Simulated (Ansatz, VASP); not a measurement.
# Two plane-wave programs on W

```
W
1.0
    -0.04060    2.00970    2.00970
     2.00970   -0.04060    2.00970
     2.00970    2.00970   -0.04060
W
1
Direct
  0.00000 0.00000 0.00000
```

Change from the starting cell: equal xy, yz and zx shear strains of -2 %, PAW files.

Alike in both runs: task electric field gradients; functional PBEsol; k mesh 14 × 14 × 14; occupations fermi-dirac, width 0.05 eV; no spin polarisation.

|  | VASP | Ansatz |
| --- | --- | --- |
| version | VASP 6.6.1 | Ansatz 0.2.0 |
| potentials or method | VASP PAW PBE potentials, release 64 (W_sv) | PAW with Ansatz's default frozen-core files, scalar-relativistic |
| plane-wave cutoff (eV) | 520 | 420 |
| valence electrons in the cell | 14 | 14 |

VASP gave:

| Item | Value |
| --- | --- |
| pressure (GPa) | -11.9 |
| traceless stress, the component that is largest in VASP (GPa) | -2.82 |
| size of Vzz on the site where it differs most (V/Å²) | 15.6 |

What did Ansatz give for the same quantities?

Pressure (GPa): -12.3; traceless stress, the component that is largest in VASP (GPa): -2.79; size of Vzz on the site where it differs most (V/Å²): 20.1.

VASP's potentials were made for PBE, not for PBEsol.

Spin-orbit coupling is off throughout.
